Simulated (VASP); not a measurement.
**LiCl: single point with PBE**

LiCl:

```
CELL_PARAMETERS angstrom
0.00000 2.66735 2.46217
2.66735 0.00000 2.46217
2.66735 2.66735 0.00000
ATOMIC_POSITIONS crystal
Li 0.00000 0.00000 0.00000
Cl 0.50000 0.50000 0.50000
```

This cell differs from its parent crystal: strain +0.040 along x and y, -0.040 along z.

```yaml
Program: VASP 6.6.1
Task: single point
Functional: PBE
Potentials_or_basis: VASP PAW PBE potentials, release 64 (Li_sv, Cl)
Cutoff: 520 eV
k_mesh: 8 × 8 × 8
Occupations: gaussian, width 0.05 eV
Spin: no spin polarisation
```

| Quantity | Value |
| --- | --- |
| Band gap on the k mesh | 6.06 eV, direct |

Levels at points of the mesh, in eV from the valence-band top:
| k point | band 1 | band 2 | band 3 | band 4 | band 5 | band 6 | band 7 | band 8 | band 9 | band 10 |
| --- | --- | --- | --- | --- | --- | --- | --- | --- | --- | --- |
| (0.00, 0.00, 0.00) | -43.64 | -13.35 | -0.26 | 0.00 | 0.00 | 6.06 | 11.66 | 11.66 | 12.32 | 13.76 |
| (0.50, 0.00, 0.00) | -43.64 | -12.83 | -2.74 | -0.40 | -0.23 | 6.63 | 9.10 | 9.79 | 12.51 | 16.48 |
| (0.50, 0.50, 0.00) | -43.64 | -12.53 | -2.80 | -1.26 | -1.26 | 7.70 | 8.04 | 12.83 | 13.42 | 13.42 |
| (0.50, 0.00, 0.50) | -43.64 | -12.65 | -2.80 | -1.29 | -0.78 | 7.82 | 8.44 | 11.71 | 13.23 | 14.83 |

Run time: 18 s on 1 thread of Intel(R) Xeon(R) Platinum 8488C (Sapphire Rapids) (shared host), peak memory 0.16 GiB.

Caveat: the cell differs from its parent crystal (strain +0.040 along x and y, -0.040 along z). A k mesh can miss the band edges.
